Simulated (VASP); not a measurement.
# Ag (P6_3/mmc) in VASP: further runs, part 2 of 2

VASP 6.6.1. Earlier steps stand in the parts before.

## 3. Single point, PBEsol

This run uses another cell than the first one, of 17.39 Å³/atom.

Contents of INCAR:

```
SYSTEM = Ag
PREC = Accurate
ENCUT = 500
EDIFF = 1E-6
ISMEAR = -1
SIGMA = 0.1
LREAL = .False.
LASPH = .True.
NELM = 120
ALGO = Normal
ISIF = 2
LWAVE = .False.
LCHARG = .False.
GGA = PS
NBANDS = 18
GGA_COMPAT = .False.
```

Contents of KPOINTS:

```
Automatic mesh
0
Gamma
  6 6 4
  0 0 0
```

Contents of POSCAR:

```
Ag
1.0
    2.9222991408      0.0000000000      0.0000000000
   -1.4611495704      2.5307852934      0.0000000000
    0.0000000000      0.0000000000      4.7016618100
Ag
2
Direct
    0.3333333333      0.6666666667      0.2500000000
    0.6666666667      0.3333333333      0.7500000000
```

Potentials or basis: VASP PAW PBE potentials, release 64 (Ag).

Launch:

```sh
$ cat potpaw_PBE.64/Ag/POTCAR > POTCAR
$ mpirun -np 1 vasp_std > vasp.out
```

Run time: 16 s. Hardware: 1 thread of AMD EPYC 7R43 (Zen 3), shared host; peak memory 0.11 GiB.

It converged, with:

```yaml
Free_energy: -6.5567 eV
Pressure: -3.8 GPa
Band_gap_on_the_k_mesh: zero (bands 11 and 12 overlap by 7.28 eV)
```

Stress tensor (GPa, compression positive):
```
-3.46  0.00  0.00
 0.00 -3.46  0.00
 0.00  0.00 -4.38
```

Levels at points of the mesh, in eV from the Fermi level:
| k point | band 9 | band 10 | band 11 | band 12 | band 13 | band 14 |
| --- | --- | --- | --- | --- | --- | --- |
| (0.00, 0.00, 0.00) | -3.99 | -2.94 | -2.94 | -0.20 | 3.76 | 15.54 |
| (0.50, 0.00, 0.00) | -2.74 | -2.70 | 0.13 | 1.51 | 6.94 | 7.18 |
| (0.00, 0.00, 0.50) | -3.25 | -3.25 | -3.25 | -3.25 | 11.38 | 11.38 |
| (0.50, 0.00, 0.50) | -2.76 | -2.76 | 0.81 | 0.81 | 4.52 | 4.52 |

Caveat: the k points lie up to 0.41 Å⁻¹ apart, too coarse for converged energies and pressures of a metal; the PAW data sets were made with another functional, which shifts forces and pressure a little.

## 4. Single point, PBE

This run uses another cell than the first one, of 17.39 Å³/atom.

Contents of INCAR:

```
PREC = Accurate
ENCUT = 500
EDIFF = 1E-6
ISMEAR = -1
SIGMA = 0.06802846561497
LREAL = False
LASPH = True
NELM = 120
ALGO = Normal
ISIF = 2
LWAVE = False
LCHARG = False
GGA = PE
NBANDS = 18
GGA_COMPAT = False
```

Contents of KPOINTS:

```
Automatic mesh
0
Gamma
  6 6 4
```

POSCAR is that of step 3.

Potentials or basis: VASP PAW PBE potentials, release 64 (Ag).

Launch:

```sh
$ cat potpaw_PBE.64/Ag/POTCAR > POTCAR
$ mpirun -np 1 vasp_std > vasp.out
```

OUTCAR:

```text
PREC = Accurate
   ENCUT = 500
   EDIFF = 1E-6
   ISMEAR = -1
   LREAL = False
   LASPH = True
   NELM = 120
   ISIF = 2
   GGA = PE

 ion  position               nearest neighbor table
   1  0.333  0.667  0.250-   2 2.89   2 2.89   2 2.89   2 2.89   2 2.89   2 2.89
   2  0.667  0.333  0.750-   1 2.89   1 2.89   1 2.89   1 2.89   1 2.89   1 2.89

  LATTYP: Found a hexagonal cell.
 ALAT       =     2.9222991408
 C/A-ratio  =     1.6088913501

  Lattice vectors:

[... 622 lines left out ...]
     18      24.7990      0.00000

------------------------ aborting loop because EDIFF is reached ----------------------------------------

  FORCE on cell =-STRESS in cart. coord.  units (eV):
  Direction    XX          YY          ZZ          XY          YZ          ZX
  --------------------------------------------------------------------------------------
  -------------------------------------------------------------------------------------
  Total        0.7928516      0.7928516      0.6043358      0.0000000      0.0000000      0.0000000
  in kB       36.5318041     36.5318041     27.8456603      0.0000000      0.0000000      0.0000000
  external PRESSURE =      33.6364228 kB  Pullay stress =       0.0000000 kB

 VOLUME and BASIS-vectors are now :
 -----------------------------------------------------------------------------
  energy-cutoff  :      500.00
  volume of cell :       34.77
      direct lattice vectors                 reciprocal lattice vectors
     2.922299141  0.000000000  0.000000000     0.342196316  0.197567135  0.000000000
    -1.461149570  2.530785293  0.000000000     0.000000000  0.395134270  0.000000000
     0.000000000  0.000000000  4.701661810     0.000000000  0.000000000  0.212690755

 POSITION                                       TOTAL-FORCE (eV/Angst)
 -----------------------------------------------------------------------------------
     -0.00000      1.68719      1.17542         0.000000      0.000000      0.000000
      1.46115      0.84360      3.52625        -0.000000      0.000000      0.000000
 -----------------------------------------------------------------------------------
    total drift:                               -0.000000      0.000000     -0.000000

  FREE ENERGIE OF THE ION-ELECTRON SYSTEM (eV)
  ---------------------------------------------------
  free  energy   TOTEN  =        -5.3862977022 eV

  energy  without entropy=       -5.3773479952  energy(sigma->0) =       -5.38182285
```

stdout:

```text
POSCAR found type information on POSCAR Ag
 POSCAR found :  1 types and       2 ions
 scaLAPACK will be used
 LDA part: xc-table for (Slater+PW92), standard interpolation
 POSCAR, INCAR and KPOINTS ok, starting setup
 FFT: planning ... GRIDC
 FFT: planning ... GRID_SOFT
 FFT: planning ... GRID
 WAVECAR not read
 entering main loop
```

Run time: 16 s. Hardware: 1 thread of AMD EPYC 7R43 (Zen 3), shared host; peak memory 0.11 GiB.

Results:

```yaml
Free_energy: -5.3863 eV
Pressure: 3.4 GPa
Band_gap_on_the_k_mesh: zero (bands 11 and 12 overlap by 7.37 eV)
```

Stress tensor (GPa, compression positive):
```
3.65 0.00 0.00
0.00 3.65 0.00
0.00 0.00 2.78
```

Levels at points of the mesh, in eV from the Fermi level:
| k point | band 8 | band 9 | band 10 | band 11 | band 12 | band 13 | band 14 | band 15 |
| --- | --- | --- | --- | --- | --- | --- | --- | --- |
| (0.00, 0.00, 0.00) | -4.02 | -4.02 | -2.98 | -2.98 | -0.13 | 3.80 | 15.59 | 17.85 |
| (0.50, 0.00, 0.00) | -2.89 | -2.78 | -2.74 | 0.17 | 1.55 | 7.01 | 7.24 | 9.44 |
| (0.00, 0.00, 0.50) | -4.34 | -3.29 | -3.29 | -3.29 | -3.29 | 11.43 | 11.43 | 15.95 |
| (0.50, 0.00, 0.50) | -3.03 | -2.80 | -2.80 | 0.87 | 0.87 | 4.56 | 4.56 | 13.47 |

Caveat: the k points lie up to 0.41 Å⁻¹ apart, too coarse for converged energies and pressures of a metal.

## 5. Single point, PBE+D3(BJ)

This run uses another cell than the first one, of 17.39 Å³/atom.

Contents of INCAR:

```
SYSTEM = Ag
PREC = Accurate
ENCUT = 500
EDIFF = 1E-6
ISMEAR = 0
SIGMA = 0.1
LREAL = .False.
LASPH = .True.
NELM = 120
ALGO = Normal
ISIF = 2
LWAVE = .False.
LCHARG = .False.
GGA = PE
IVDW = 12
NBANDS = 18
GGA_COMPAT = .False.
```

Contents of KPOINTS:

```
regular mesh
0
Gamma
  6 6 4
  0 0 0
```

POSCAR is that of step 4.

Launch:

```sh
$ cat potpaw_PBE.64/Ag/POTCAR > POTCAR
$ mpirun -np 1 vasp_std > vasp.out
```

It took 16 s on 1 thread of AMD EPYC 7R43 (Zen 3), shared host; peak memory 0.12 GiB.

Results (log left out):

| Property | Result |
| --- | --- |
| Free energy | -6.5371 eV |
| Pressure | -2.1 GPa |
| Band gap on the k mesh | zero (bands 11 and 12 overlap by 7.37 eV) |
| Dispersion energy per atom | -0.577 eV |

Stress tensor (GPa, compression positive):
```
-1.79  0.00  0.00
 0.00 -1.79  0.00
 0.00  0.00 -2.69
```

Levels at points of the mesh, in eV from the Fermi level:
```
           k point  band 8  band 9  band 10  band 11  band 12  band 13  band 14  band 15
(0.00, 0.00, 0.00)   -3.96   -3.96    -2.93    -2.93    -0.08     3.85    15.64    17.90
(0.50, 0.00, 0.00)   -2.83   -2.72    -2.69     0.23     1.60     7.06     7.30     9.49
(0.00, 0.00, 0.50)   -4.28   -3.23    -3.23    -3.23    -3.23    11.49    11.49    16.00
(0.50, 0.00, 0.50)   -2.97   -2.74    -2.74     0.93     0.93     4.61     4.61    13.52
```

Caveat: the k points lie up to 0.41 Å⁻¹ apart, too coarse for converged energies and pressures of a metal; three body term missing.

## 6. The runs side by side

| level | potentials or basis | cell | k mesh | cutoff (eV) | smearing | gap on the mesh (eV) | pressure (GPa) |
| --- | --- | --- | --- | --- | --- | --- | --- |
| PBE | VASP PAW PBE potentials, release 64 (Ag_sv_GW) | a = 3.165, b = 3.165, c = 5.092 Å, angles 90.0, 90.0, 120.0°, 2 atoms | 3 × 1 × 5 | 630 | gaussian 0.1 eV | none | -16.2 |
| PBEsol | VASP PAW PBE potentials, release 64 (Ag) | a = 2.922, b = 2.922, c = 4.702 Å, angles 90.0, 90.0, 120.0°, 2 atoms | 6 × 6 × 4 | 500 | fermi-dirac 0.1 eV | none | -3.8 |
| PBE | VASP PAW PBE potentials, release 64 (Ag) | a = 2.922, b = 2.922, c = 4.702 Å, angles 90.0, 90.0, 120.0°, 2 atoms | 6 × 6 × 4 | 500 | fermi-dirac 0.0680285 eV | none | 3.4 |
| PBE+D3(BJ) | VASP PAW PBE potentials, release 64 (Ag) | a = 2.922, b = 2.922, c = 4.702 Å, angles 90.0, 90.0, 120.0°, 2 atoms | 6 × 6 × 4 | 500 | gaussian 0.1 eV | none | -2.1 |

Alike in all rows: task single point; no spin polarisation.

Caveats: all runs use coarse meshes; the PAW data sets were made with another functional, which shifts forces and pressure a little (at least some runs); three body term missing (at least some runs).

Total energies depend on the potentials used, so only differences within one code and one set of settings carry meaning.
